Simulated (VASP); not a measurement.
# W3O (Cccm) in VASP: a series of runs

W3O is run at these levels: PBEsol; tasks: single point.

Program: VASP 6.6.1. These are calculated values, not measurements. Logs are shortened: lines on timing, memory, paths and dates and some standing lists are left out, and cuts for length are marked.

### Step 1. The cell of the first run

Symmetry: Cccm, No. 66, orthorhombic system. Conventional cell: a = 6.730 Å, b = 6.935 Å, c = 4.831 Å, α = 90.00°, β = 90.00°, γ = 90.00°. Within 3.2 Å of W (site symmetry m) lie 10 W at 2.42 to 2.99 Å and 4 O at 2.67 to 2.73 Å. W (site symmetry 222) has 10 W at 2.42 to 2.99 Å and 4 O at 2.70 Å within 3.2 Å. O (site symmetry 2/m) has 12 W at 2.67 to 2.73 Å within 3.5 Å.

### Step 2. Single point, PBEsol (strain -0.0300 x Voigt [0, 0, 0, 0, 0, 1])

The input, INCAR:

```
SYSTEM = W3O
PREC     = Accurate       ! precision mode
ENCUT    = 520            ! plane-wave cutoff, eV
EDIFF    = 1E-6           ! SCF threshold, eV
ISMEAR   = 0              ! smearing method
SIGMA    = 0.15           ! smearing width, eV
LREAL    = .False.        ! projectors in reciprocal space
LASPH    = .True.         ! aspherical terms in the spheres
NELM     = 80             ! most SCF steps
ALGO     = Normal         ! electronic algorithm
ISIF     = 2              ! what is computed and relaxed
LWAVE    = .False.        ! write WAVECAR
LCHARG   = .False.        ! write CHGCAR
GGA      = PS             ! functional
NBANDS   = 58             ! bands
```

The input, KPOINTS:

```
Automatic mesh
0
Gamma
  8 8 8
  0 0 0
```

The input, POSCAR:

```
W3O
1.0
    4.8313496810     -0.0724702452      0.0000000000
   -0.0724702452      4.8313496810      0.0000000000
    0.0000000000      0.0000000000      4.8313496810
W O
6 2
Direct
    0.5000000000      0.7500000000      0.0000000000
    0.0000000000      0.5000000000      0.7500000000
    0.2500000000      0.0000000000      0.5000000000
    0.5000000000      0.2500000000      0.0000000000
    0.0000000000      0.5000000000      0.2500000000
    0.7500000000      0.0000000000      0.5000000000
    0.5000000000      0.5000000000      0.5000000000
    0.0000000000      0.0000000000      0.0000000000
```

Potentials or basis: VASP PAW PBE potentials, release 64 (W_sv, O).

Run with:

```console
> cat potpaw_PBE.64/W_sv/POTCAR potpaw_PBE.64/O/POTCAR > POTCAR
> mpirun -np 1 vasp_std > vasp.out
```

OUTCAR:

```text
SYSTEM = W3O
   PREC = Accurate
   ENCUT = 520
   EDIFF = 1E-6
   ISMEAR = 0
   LREAL = .False.
   LASPH = .True.
   NELM = 80
   ISIF = 2
   GGA = PS

 ion  position               nearest neighbor table
   1  0.500  0.750  0.000-   4 2.42   4 2.42   8 2.67   7 2.70   7 2.70   2 2.93   5 2.93   6 2.94
                             6 2.94   3 2.97   3 2.97   5 2.99   2 2.99
   2  0.000  0.500  0.750-   5 2.42   5 2.42   8 2.70   7 2.70   8 2.70   7 2.70   6 2.93   1 2.93
                             4 2.93   3 2.93   4 2.99   1 2.99   3 2.99   6 2.99
   3  0.250  0.000  0.500-   6 2.42   6 2.42   7 2.67   8 2.70   8 2.70   5 2.93   2 2.93   4 2.94
                             4 2.94   1 2.97   1 2.97   5 2.99   2 2.99
   4  0.500  0.250  0.000-   1 2.42   1 2.42   8 2.67   7 2.70   7 2.70   2 2.93   5 2.93   3 2.94
                             3 2.94   6 2.97   6 2.97   5 2.99   2 2.99
   5  0.000  0.500  0.250-   2 2.42   2 2.42   8 2.70   7 2.70   8 2.70   7 2.70   6 2.93   3 2.93
                             4 2.93   1 2.93   4 2.99   1 2.99   3 2.99   6 2.99
   6  0.750  0.000  0.500-   3 2.42   3 2.42   7 2.67   8 2.70   8 2.70   2 2.93   5 2.93   1 2.94
                             1 2.94   4 2.97   4 2.97   2 2.99   5 2.99
   7  0.500  0.500  0.500-   6 2.67   3 2.67   1 2.70   1 2.70   4 2.70   4 2.70   2 2.70   5 2.70
                             2 2.70   5 2.70
   8  0.000  0.000  0.000-   4 2.67   1 2.67   6 2.70   3 2.70   6 2.70   3 2.70   2 2.70   2 2.70
                             5 2.70   5 2.70

  LATTYP: Found a base centered orthorhombic cell.
 ALAT       =     6.7300718398
 B/A-ratio  =     1.0304568528
 C/A-ratio  =     0.7178749048

  Lattice vectors:

 A1 = (   4.8313496810,  -0.0724702452,   0.0000000000)
 A2 = (  -0.0724702452,   4.8313496810,   0.0000000000)
 A3 = (   0.0000000000,   0.0000000000,   4.8313496810)

Analysis of symmetry for initial positions (statically):
=====================================================================
 Subroutine PRICEL returns:
 Original cell was already a primitive cell.

 Routine SETGRP: Setting up the symmetry group for a
 base centered orthorhombic supercell.

 Subroutine GETGRP returns: Found  8 space group operations
 (whereof  4 operations were pure point group operations)
 out of a pool of  8 trial point group operations.

The static configuration has the point symmetry C_2h.
 The point group associated with its full space group is D_2h.

Analysis of symmetry for dynamics (positions and initial velocities):
=====================================================================
 Subroutine PRICEL returns:
 Original cell was already a primitive cell.

 Routine SETGRP: Setting up the symmetry group for a
 base centered orthorhombic supercell.

 Subroutine GETGRP returns: Found  8 space group operations
 (whereof  4 operations were pure point group operations)
 out of a pool of  8 trial point group operations.

The dynamic configuration has the point symmetry C_2h.
 The point group associated with its full space group is D_2h.

 Subroutine INISYM returns: Found  8 space group operations
 (whereof  4 operations are pure point group operations),
 and found     1 'primitive' translations

----------------------------------------------------------------------------------------

                                     Primitive cell

  volume of cell :     112.7477

  direct lattice vectors                    reciprocal lattice vectors
     4.831349681 -0.072470245  0.000000000     0.207028080  0.003105421  0.000000000
    -0.072470245  4.831349681  0.000000000     0.003105421  0.207028080  0.000000000
     0.000000000  0.000000000  4.831349681     0.000000000  0.000000000  0.206981499

  length of vectors
     4.831893177  4.831893177  4.831349681     0.207051370  0.207051370  0.206981499

  position of ions in fractional coordinates (direct lattice)
     0.500000000  0.750000000  0.000000000
     1.000000000  0.500000000  0.750000000
     0.250000000  1.000000000  0.500000000
     0.500000000  0.250000000  0.000000000
     1.000000000  0.500000000  0.250000000
     0.750000000  1.000000000  0.500000000
     0.500000000  0.500000000  0.500000000
     0.000000000  0.000000000  0.000000000

  ion indices of the primitive-cell ions
   primitive index   ion index
                 1           1
                 2           2
                 3           3
                 4           4
                 5           5
                 6           6
                 7           7
                 8           8

----------------------------------------------------------------------------------------

 KPOINTS: Automatic mesh

Automatic generation of k-mesh.
 Grid dimensions read from file:
 generate k-points for:    8    8    8

 Generating k-lattice:

  Cartesian coordinates                     Fractional coordinates (reciprocal lattice)
     0.025878510  0.000388178  0.000000000     0.125000000 -0.000000000  0.000000000
     0.000388178  0.025878510  0.000000000    -0.000000000  0.125000000  0.000000000
     0.000000000  0.000000000  0.025872687     0.000000000  0.000000000  0.125000000

  Length of vectors
     0.025881421  0.025881421  0.025872687

  Shift w.r.t. Gamma in fractional coordinates (k-lattice)
     0.000000000  0.000000000  0.000000000

 Subroutine IBZKPT returns following result:
 ===========================================

 Found    105 irreducible k-points:

 Following reciprocal coordinates:
            Coordinates               Weight
  0.000000  0.000000  0.000000      1.000000
  0.125000  0.000000  0.000000      4.000000
  0.250000  0.000000  0.000000      4.000000
  0.375000  0.000000  0.000000      4.000000
  0.500000  0.000000  0.000000      2.000000
  0.125000  0.125000  0.000000      2.000000
[... 16 lines left out ...]
  0.125000  0.000000  0.125000      8.000000
  0.250000  0.000000  0.125000      8.000000
 [... further k-points ...]
   k-points           NKPTS =    105   k-points in BZ     NKDIM =    105   number of bands    NBANDS=     58
   number of dos      NEDOS =    301   number of ions     NIONS =      8
   total plane-waves  NPLWV =  46656
   dimension x,y,z NGX =    36 NGY =   36 NGZ =   36
   dimension x,y,z NGXF=    72 NGYF=   72 NGZF=   72
   ions per type =               6   2
   NGX,Y,Z   is equivalent  to a cutoff of  12.39, 12.39, 12.39 a.u.
   NGXF,Y,Z  is equivalent  to a cutoff of  24.77, 24.77, 24.78 a.u.
 SYSTEM =  W3O
   PREC   = accura    normal or accurate (medium, high low for compatibility)
   ISTART =      0    job   : 0-new  1-cont  2-samecut
   ICHARG =      2    charge: 1-file 2-atom 10-const
   ISPIN  =      1    spin polarized calculation?
   LNONCOLLINEAR =      F non collinear calculations
   LSORBIT =      F    spin-orbit coupling
   LASPH  =      T    aspherical Exc in radial PAW
   ENCUT  =  520.0 eV  38.22 Ry    6.18 a.u.   8.98  8.98  8.98*2*pi/ulx,y,z
   NELM   =     80;   NELMIN=  2; NELMDL= -5     # of ELM steps
   EDIFF  = 0.1E-05   stopping-criterion for ELM
   LREAL  =      F    real-space projection
   EDIFFG = 0.1E-04   stopping-criterion for IOM
   NSW    =      0    number of steps for IOM
   IBRION =     -1    ionic relax: 0-MD 1-quasi-New 2-CG
   NFREE  =      0    steps in history (QN), initial steepest desc. (CG)
   ISIF   =      2    stress and relaxation
   ISYM   =      2    0-nonsym 1-usesym 2-fastsym
   POTIM  = 0.5000    time-step for ionic-motion
   TEBEG  =    0.0;   TEEND  =   0.0 temperature during run
   PSTRESS=    0.0 pullay stress
   NELECT =      96.0000    total number of electrons
   NUPDOWN=      -1.0000    fix difference up-down
   EMIN   =  10.00;   EMAX   =-10.00  energy-range for DOS
   EFERMI =   0.00;   METHOD = LEGACY
   ISMEAR =     0;   SIGMA  =   0.15  broadening in eV -4-tet -1-fermi 0-gaus
   EFERMI_NEDOS =   21; number of points for ismear=-14 and -15
   IALGO  =     38    algorithm
   IMIX   =      4    mixing-type and parameters
     AMIX     =   0.40;   BMIX     =  1.00
     AMIX_MAG =   1.60;   BMIX_MAG =  1.00
  volume/ion in A,a.u.               =      14.09        95.11
  Fermi-wavevector in a.u.,A,eV,Ry     =   1.551658  2.932208 32.757967  2.407643
  Thomas-Fermi vector in A             =   2.656146
   LORBIT       =      0    0 simple, 1 ext, 2 COOP (PROOUT), +10 PAW based schemes
   GGA     = PS    functional components
   LHFCALC =     F    Hartree Fock is set to
   AEXX    =    0.0000 exact exchange contribution
   IVDW    =     0    specifies the selected vdW correction
   LEPSILON=     F    determine dielectric tensor
   LRPA    =     F    only Hartree local field effects (RPA)
 non-spin polarized calculation
 Gauss-broadening in eV      SIGMA  =   0.15
  energy-cutoff  :      520.00
  volume of cell :      112.75
 maximum number of plane-waves:      3054
   NGX = 17   NGY = 17   NGZ = 17

 number of electron      95.9999960 magnetization

 Free energy of the ion-electron system (eV)
  ---------------------------------------------------
  ext. energy  EPLUGINS =         0.00000000
  ---------------------------------------------------
  free energy    TOTEN  =       -86.55247498 eV

  energy without entropy =      -86.47529773  energy(sigma->0) =      -86.51388636

 E-fermi :  10.0923     XC(G=0): -13.4058

 val. band max:       10.0892116496   @ k =   0.1250   0.0000   0.1250
 cond. band min:      10.0932091868   @ k =  -0.3750   0.3750   0.3750
 fundamental gap:      0.0039975372
 Fermi energy:        10.0923011331

 k-point     1 :       0.0000    0.0000    0.0000
  band No.  band energies     occupation
      1     -64.0990      2.00000
      2     -64.0328      2.00000
      3     -64.0323      2.00000
      4     -63.7981      2.00000
      5     -63.7974      2.00000
      6     -63.7952      2.00000
[... 50 lines left out ...]
     57      13.6011      0.00000
     58      14.0450      0.00000

 k-point     2 :       0.1250    0.0000    0.0000
  band No.  band energies     occupation
      1     -64.0944      2.00000
      2     -64.0346      2.00000
      3     -64.0257      2.00000
      4     -63.8067      2.00000
      5     -63.7974      2.00000
      6     -63.7964      2.00000
[... 1337 lines left out ...]
      2     -64.0353      2.00000
      3     -64.0045      2.00000
      4     -63.8344      2.00000
      5     -63.8072      2.00000
      6     -63.7966      2.00000
[... 50 lines left out ...]
     57      13.0500      0.00000
     58      13.5636      0.00000

 [... further k-points ...]

------------------------ aborting loop because EDIFF is reached ----------------------------------------

  FORCE on cell =-STRESS in cart. coord.  units (eV):
  Direction    XX          YY          ZZ          XY          YZ          ZX
  --------------------------------------------------------------------------------------
  -------------------------------------------------------------------------------------
  Total        0.8060398      0.8060398      0.6639503      0.2592693      0.0000000      0.0000000
  in kB       11.4540576     11.4540576      9.4349254      3.6842912      0.0000000      0.0000000
  external PRESSURE =      10.7810135 kB  Pullay stress =       0.0000000 kB

 VOLUME and BASIS-vectors are now :
 -----------------------------------------------------------------------------
  energy-cutoff  :      520.00
  volume of cell :      112.75
      direct lattice vectors                 reciprocal lattice vectors
     4.831349681 -0.072470245  0.000000000     0.207028080  0.003105421  0.000000000
    -0.072470245  4.831349681  0.000000000     0.003105421  0.207028080  0.000000000
     0.000000000  0.000000000  4.831349681     0.000000000  0.000000000  0.206981499

 POSITION                                       TOTAL-FORCE (eV/Angst)
 -----------------------------------------------------------------------------------
      2.36132      3.58728      0.00000         0.246876      0.007982      0.000000
     -0.03624      2.41567      3.62351        -0.000000      0.000000      0.000000
      1.20784     -0.01812      2.41567         0.007982      0.246876     -0.000000
      2.39756      1.17160      0.00000        -0.246876     -0.007982     -0.000000
     -0.03624      2.41567      1.20784        -0.000000      0.000000      0.000000
      3.62351     -0.05435      2.41567        -0.007982     -0.246876      0.000000
      2.37944      2.37944      2.41567        -0.000000      0.000000      0.000000
      0.00000      0.00000      0.00000        -0.000000      0.000000      0.000000
 -----------------------------------------------------------------------------------
    total drift:                                0.000000      0.000000     -0.000000

  FREE ENERGIE OF THE ION-ELECTRON SYSTEM (eV)
  ---------------------------------------------------
  free  energy   TOTEN  =       -86.5524749843 eV

  energy  without entropy=      -86.4752977331  energy(sigma->0) =      -86.51388636
```

Wall time 4.7 min (1 thread of Intel Xeon 6975P-C (Granite Rapids), shared host); peak memory 0.54 GiB.

Results:

| Property | Result |
| --- | --- |
| Free energy | -86.5525 eV |
| Pressure | 1.1 GPa |
| Largest force | 0.247 eV/Å |
| Band gap on the k mesh | zero (bands 48 and 49 overlap by 0.95 eV) |

Forces in eV/Å, atoms in the order of the input:
```
W    0.247  0.008  0.000
W    0.000  0.000  0.000
W    0.008  0.247  0.000
W   -0.247 -0.008  0.000
W    0.000  0.000  0.000
W   -0.008 -0.247  0.000
O    0.000  0.000  0.000
O    0.000  0.000  0.000
```

Levels at points of the mesh, in eV from the Fermi level:
| k point | band 44 | band 45 | band 46 | band 47 | band 48 | band 49 | band 50 | band 51 | band 52 | band 53 |
| --- | --- | --- | --- | --- | --- | --- | --- | --- | --- | --- |
| (0.00, 0.00, 0.00) | -1.42 | -1.39 | -0.72 | 0.04 | 0.14 | 0.21 | 1.34 | 1.42 | 1.47 | 2.30 |
| (0.50, 0.00, 0.00) | -2.20 | -0.89 | -0.89 | 0.41 | 0.45 | 0.46 | 0.50 | 1.08 | 1.10 | 2.04 |
| (0.50, 0.50, 0.00) | -0.94 | -0.91 | -0.41 | -0.35 | -0.27 | -0.17 | -0.13 | -0.11 | 0.17 | 0.94 |
| (0.00, 0.00, 0.50) | -2.18 | -0.90 | -0.90 | 0.42 | 0.42 | 0.46 | 0.46 | 1.08 | 1.08 | 2.08 |
| (0.50, 0.00, 0.50) | -0.92 | -0.89 | -0.44 | -0.33 | -0.22 | -0.21 | -0.16 | -0.07 | 0.18 | 0.93 |
| (0.50, 0.50, 0.50) | -1.47 | -1.05 | -1.05 | -1.04 | -1.04 | -0.22 | -0.22 | 0.59 | 0.59 | 0.67 |

Caveat: the cell differs from its parent crystal (strain -0.0300 x Voigt [0, 0, 0, 0, 0, 1]); the PAW data sets were made with another functional, which shifts forces and pressure a little; spin-orbit coupling is left out, which moves the levels of the heavy elements.

### Step 3. Single point, PBEsol (strain -0.0600 x Voigt [0, 0, 0, 0, 0, 1])

The input, INCAR:

```
ALGO     = Normal         # electronic algorithm
EDIFF    = 1E-6           # SCF threshold, eV
ENCUT    = 520            # plane-wave cutoff, eV
GGA      = PS             # functional
ISIF     = 2              # what is computed and relaxed
ISMEAR   = 0              # smearing method
LASPH    = True           # aspherical terms in the spheres
LCHARG   = False          # write CHGCAR
LREAL    = False          # projectors in reciprocal space
LWAVE    = False          # write WAVECAR
NBANDS   = 58             # bands
NELM     = 60             # most SCF steps
PREC     = Accurate       # precision mode
SIGMA    = 0.15           # smearing width, eV
```

The input, KPOINTS:

```
k-points
0
Gamma
  8 8 8
```

Changes to POSCAR since step 2:

```diff
@@ -2,4 +2,4 @@
 1.0
-    4.8313496810     -0.0724702452      0.0000000000
-   -0.0724702452      4.8313496810      0.0000000000
+    4.8313496810     -0.1449404904      0.0000000000
+   -0.1449404904      4.8313496810      0.0000000000
     0.0000000000      0.0000000000      4.8313496810
```

Potentials or basis: VASP PAW PBE potentials, release 64 (W_sv, O).

Run with:

```console
> cat potpaw_PBE.64/W_sv/POTCAR potpaw_PBE.64/O/POTCAR > POTCAR
> mpirun -np 1 vasp_std > vasp.out
```

Wall time 8.7 min (1 thread of Intel Xeon Platinum 8488C (Sapphire Rapids), shared host); peak memory 0.54 GiB.

Results (log left out):

* Free energy: -86.5405 eV
* Pressure: 1.3 GPa
* Largest force: 0.483 eV/Å
* Band gap on the k mesh: zero (bands 48 and 49 overlap by 0.94 eV)

Forces in eV/Å, atoms in the order of the input:
```
W    0.482  0.032  0.000
W    0.000  0.000  0.000
W    0.032  0.482  0.000
W   -0.482 -0.032  0.000
W    0.000  0.000  0.000
W   -0.032 -0.482  0.000
O    0.000  0.000  0.000
O    0.000  0.000  0.000
```

Stress tensor (GPa, compression positive):
```
1.54 0.68 0.00
0.68 1.54 0.00
0.00 0.00 0.84
```

Levels at points of the mesh, in eV from the Fermi level:
| k point | band 46 | band 47 | band 48 | band 49 | band 50 | band 51 |
| --- | --- | --- | --- | --- | --- | --- |
| (0.00, 0.00, 0.00) | -0.72 | -0.07 | 0.14 | 0.25 | 1.26 | 1.44 |
| (0.50, 0.00, 0.00) | -0.87 | 0.35 | 0.45 | 0.45 | 0.54 | 1.09 |
| (0.50, 0.50, 0.00) | -0.51 | -0.38 | -0.28 | -0.11 | -0.08 | -0.06 |
| (0.00, 0.00, 0.50) | -0.89 | 0.35 | 0.35 | 0.45 | 0.45 | 1.07 |
| (0.50, 0.00, 0.50) | -0.56 | -0.38 | -0.23 | -0.18 | -0.05 | 0.00 |
| (0.50, 0.50, 0.50) | -1.05 | -1.03 | -1.03 | -0.23 | -0.23 | 0.50 |

Caveat: the cell differs from its parent crystal (strain -0.0600 x Voigt [0, 0, 0, 0, 0, 1]); the PAW data sets were made with another functional, which shifts forces and pressure a little; spin-orbit coupling is left out, which moves the levels of the heavy elements.
